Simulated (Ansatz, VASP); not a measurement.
One calculation of MoS2, two programs

```
Mo S
1.0
     1.49775    0.86473    5.13420
    -1.49775    0.86473    5.13420
     0.00000   -1.72945    5.13420
Mo S
1 2
Cartesian
  0.0000 0.0000 0.0003
  0.0000 0.0000 11.6064
  0.0000 0.0000 8.9296
```

Alike in both runs: task single point; functional PBE; dispersion D3(BJ); k mesh 12 × 12 × 12; occupations gaussian, width 0.05 eV; no spin polarisation.

```csv
,VASP,Ansatz
version,VASP 6.6.1,Ansatz 0.2.0
potentials or method,"VASP PAW PBE potentials, release 64 (Mo_sv, S), cutoff 520 eV","scalar-relativistic, plane waves, PAW"
valence electrons in the cell,26,26
```

|  | VASP | Ansatz | Ansatz less VASP |
| --- | --- | --- | --- |
| gap on the k mesh at the Fermi level (eV) | none | none | - |
| rms of the force components (eV/Å) | 3.426 | 3.462 | +0.0361 |

Atom by atom the forces differ by 0.036 eV/Å (rms over components). A gap of «none» marks a metal or a gap that the smearing closes.
